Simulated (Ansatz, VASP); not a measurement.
# One calculation of SiC, two programs

The input INCAR:

```
SYSTEM = SiC
  PREC = Accurate
  ENCUT = 520
  EDIFF = 1E-7
  ISMEAR = 0
  SIGMA = 0.05
  LREAL = .False.
  LASPH = .True.
  NELM = 80
  ALGO = Normal
  ISIF = 2
  LWAVE = .False.
  LCHARG = .False.
  GGA = PE
  NBANDS = 36
```

The input KPOINTS:

```
regular mesh
0
Gamma
  10 10 2
  0 0 0
```

POSCAR

```
SiC
1.0
    2.1740000000     -2.1740000000      0.0000000000
    2.1740000000      0.0000000000     -2.1740000000
    9.0581884000      8.5149058000      8.5149058000
Si C
6 6
Direct
    0.6614631933      0.6614631933      0.0624666667
   -0.0746201400     -0.0746201400      0.8958000000
    0.3142465267      0.3142465267      0.2291333333
    0.6198131933      0.6198131933      0.5624666667
   -0.0329701400     -0.0329701400      0.3958000000
    0.2725965267      0.2725965267      0.7291333333
    0.6302256933      0.6302256933      0.4374666667
    0.9774423600      0.9774423600      0.2708000000
    0.2830090267      0.2830090267      0.6041333333
    0.5885756933      0.5885756933      0.9374666667
   -0.0642076400     -0.0642076400      0.7708000000
    0.3246590267      0.3246590267      0.1041333333
```

Input for Ansatz:

```yaml
crystal:
  lattice:
    - [2.174, -2.174, 0.0]
    - [2.174, 0.0, -2.174]
    - [9.0581884, 8.5149058, 8.5149058]
  atoms:
    - { symbol: Si, position: [0.6614631933, 0.6614631933, 0.0624666667] }
    - { symbol: Si, position: [-0.07462014, -0.07462014, 0.8958] }
    - { symbol: Si, position: [0.3142465267, 0.3142465267, 0.2291333333] }
    - { symbol: Si, position: [0.6198131933, 0.6198131933, 0.5624666667] }
    - { symbol: Si, position: [-0.03297014, -0.03297014, 0.3958] }
    - { symbol: Si, position: [0.2725965267, 0.2725965267, 0.7291333333] }
    - { symbol: C, position: [0.6302256933, 0.6302256933, 0.4374666667] }
    - { symbol: C, position: [0.97744236, 0.97744236, 0.2708] }
    - { symbol: C, position: [0.2830090267, 0.2830090267, 0.6041333333] }
    - { symbol: C, position: [0.5885756933, 0.5885756933, 0.9374666667] }
    - { symbol: C, position: [-0.06420764, -0.06420764, 0.7708] }
    - { symbol: C, position: [0.3246590267, 0.3246590267, 0.1041333333] }
basis:
  ecutwfc: 420
kpoints:
  mp_grid: { grid: [10, 10, 2] }
hamiltonian:
  xc: pbe
scf:
  occupations: { method: gaussian, width: 0.05 }
output:
  forces: true
  stress: true
  eigenvalues: true
```

Alike in both runs: task single point; functional PBE; k mesh 10 × 10 × 2; occupations gaussian, width 0.05 eV; no spin polarisation.

```csv
,VASP,Ansatz
version,VASP 6.6.1,Ansatz 0.2.0
potentials or method,"VASP PAW PBE potentials, release 64 (Si, C), cutoff 520 eV","scalar-relativistic, plane waves, PAW"
valence electrons in the cell,48,48
```

|  | VASP | Ansatz | Ansatz less VASP |
| --- | --- | --- | --- |
| gap on the k mesh at the Fermi level (eV) | 1.02 | 1.02 | +0.003 |
| least direct gap on the mesh (eV) | 1.99 | 2.00 | +0.004 |
| pressure (GPa) | 4.6 | 4.6 | +0.06 |
| traceless stress, the component that is largest in VASP (GPa) | -4.47 | -4.46 | +0.009 |
| rms of the force components (eV/Å) | 0.294 | 0.294 | -0.0001 |

Atom by atom the forces differ by 0.001 eV/Å (rms over components). With one functional, cell and mesh, what is left measures potentials, basis and numerics.
